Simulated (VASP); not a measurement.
A run of VASP 6.6.1:

INCAR

```
ALGO = Normal
EDIFF = 1E-7
ENCUT = 520
GGA = RP
ISIF = 2
ISMEAR = -1
LASPH = True
LCHARG = True
LELF = True
LREAL = False
LVHAR = True
LWAVE = False
NBANDS = 19
NELM = 80
PREC = Accurate
SIGMA = 0.1
```

File KPOINTS:

```
k-points
0
Gamma
  18 18 10
```

POSCAR

```
Zr
1.0
    3.1705770481      0.0000000000      0.0000000000
   -1.5852885240      2.7458002683      0.0000000000
    0.0000000000      0.0000000000      5.0667900002
Zr
2
Direct
    0.3333333333      0.6666666667      0.2500000000
    0.6666666667      0.3333333333      0.7500000000
```

Potentials or basis: VASP PAW PBE potentials, release 64 (Zr_sv).

Command:

```sh
$ cat potpaw_PBE.64/Zr_sv/POTCAR > POTCAR
$ mpirun -np 1 vasp_std > vasp.out
```

Hardware: 1 thread of Intel(R) Xeon(R) 6975P-C (Granite Rapids), with other jobs on the host.

Question: How long does it take, and how much memory?

Answer: It took 48 s on 1 thread of Intel(R) Xeon(R) 6975P-C (Granite Rapids), on a shared host, peak memory 0.27 GiB. Counts: scf iterations 12, k points 222.
